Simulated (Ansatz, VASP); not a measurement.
InAs in VASP and in Ansatz

File INCAR:

```
  PREC = Accurate
  ENCUT = 520
  EDIFF = 1E-6
  ISMEAR = 0
  SIGMA = 0.15
  LREAL = False
  LASPH = True
  NELM = 80
  ALGO = Normal
  ISIF = 2
  LWAVE = False
  LCHARG = False
  GGA = PE
  NBANDS = 16
```

The input KPOINTS:

```
Automatic mesh
0
Gamma
  14 14 14
```

The input POSCAR:

```
InAs
1.0
    0.0000000000      3.0240000000      3.0844800000
    3.0240000000      0.0000000000      3.0844800000
    3.0240000000      3.0240000000      0.0000000000
In As
1 1
Direct
    0.0000000000      0.0000000000      0.0000000000
    0.7500000000      0.7500000000      0.7500000000
```

Input for Ansatz:

```yaml
crystal:
  lattice:
    - [0.0, 3.024, 3.08448]
    - [3.024, 0.0, 3.08448]
    - [3.024, 3.024, 0.0]
  atoms:
    - { symbol: In, position: [0.0, 0.0, 0.0] }
    - { symbol: As, position: [0.75, 0.75, 0.75] }
basis:
  ecutwfc: 420
kpoints:
  mp_grid: { grid: [14, 14, 14] }
hamiltonian:
  xc: pbe
scf:
  occupations: { method: gaussian, width: 0.15 }
output:
  forces: true
  stress: true
  eigenvalues: true
```

Change from the starting cell: strain +0.0200 x Voigt [0, 0, 1, 0, 0, 0], atoms carried along.

Alike in both runs: task single point; functional PBE; k mesh 14 × 14 × 14; occupations gaussian, width 0.15 eV; no spin polarisation.

|  | VASP | Ansatz |
| --- | --- | --- |
| version | VASP 6.6.1 | Ansatz 0.2.0 |
| potentials or method | VASP PAW PBE potentials, release 64 (In_d, As), cutoff 520 eV | scalar-relativistic, plane waves, PAW |
| valence electrons in the cell | 18 | 28 |

VASP gave:

- gap on the k mesh at the Fermi level (eV): none
- pressure (GPa): 2.7
- traceless stress, the component that is largest in VASP (GPa): -0.45

Which values does Ansatz return?

gap on the k mesh at the Fermi level (eV): none; pressure (GPa): 2.6; traceless stress, the component that is largest in VASP (GPa): -0.45.

A gap of «none» marks a metal or a gap that the smearing closes. With one functional, cell and mesh, what is left measures potentials, basis and numerics. VASP's potentials hold 18 valence electrons a cell and Ansatz's 28, so a difference there can come from the potentials and not from the codes.
